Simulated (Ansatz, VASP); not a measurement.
C in VASP and in Ansatz

The input INCAR:

```
PREC     = Accurate       # precision mode
ENCUT    = 600            # plane-wave cutoff, eV
EDIFF    = 1E-6           # SCF threshold, eV
ISMEAR   = -1             # smearing method
SIGMA    = 0.05           # smearing width, eV
LREAL    = False          # projectors in reciprocal space
LASPH    = True           # aspherical terms in the spheres
NELM     = 120            # most SCF steps
ALGO     = Normal         # electronic algorithm
ISIF     = 2              # what is computed and relaxed
LWAVE    = False          # write WAVECAR
LCHARG   = False          # write CHGCAR
GGA      = LIBXC          # functional
LIBXC1   = GGA_X_B88    
LIBXC2   = GGA_C_PBE    
NBANDS   = 11             # bands
GGA_COMPAT= False
```

KPOINTS

```
Automatic mesh
0
Gamma
  13 13 13
```

File POSCAR:

```
C
1.0
    0.0000000000      1.7469644787      1.7469644787
    1.7469644787      0.0000000000      1.7469644787
    1.7469644787      1.7469644787      0.0000000000
C
2
Direct
    0.7500000000      0.7500000000      0.7500000000
    0.5000000000      0.5000000000      0.5000000000
```

The input input.yaml:

```yaml
crystal:
  lattice:
    - [0.0, 1.7469644787, 1.7469644787]
    - [1.7469644787, 0.0, 1.7469644787]
    - [1.7469644787, 1.7469644787, 0.0]
  atoms:
    - { symbol: C, position: [0.75, 0.75, 0.75] }
    - { symbol: C, position: [0.5, 0.5, 0.5] }
hamiltonian:
  xc: { exchange: b88, correlation: pbe }
  pseudopotentials: { kind: paw }
kpoints:
  mp_grid: { grid: [13, 13, 13] }
scf:
  occupations: { method: fermi_dirac, width: 0.05 }
output:
  forces: true
  stress: true
  eigenvalues: true
```

Alike in both runs: task single point; functional b88 exchange, pbe correlation; k mesh 13 × 13 × 13; occupations fermi-dirac, width 0.05 eV; no spin polarisation.

|  | VASP | Ansatz |
| --- | --- | --- |
| version | VASP 6.6.1 | Ansatz 0.2.0 |
| potentials or method | VASP PAW PBE potentials, release 64 (C) | Ansatz PAW |
| plane-wave cutoff (eV) | 600 | 420 |
| valence electrons in the cell | 8 | 8 |

Ansatz gave:

```
gap on the k mesh at the Fermi level (eV) : 4.29
least direct gap on the mesh (eV)         : 5.79
```

Task: Estimate VASP's values.

Result: gap on the k mesh at the Fermi level (eV): 4.29; least direct gap on the mesh (eV): 5.78.

VASP's potentials were made for PBE, not for b88 exchange, pbe correlation.

Noted on Ansatz's run: Pulay correction over one GPa; odd divisions of the mesh miss points on the zone boundary, where band edges often lie, so the gap on the mesh can be too wide.
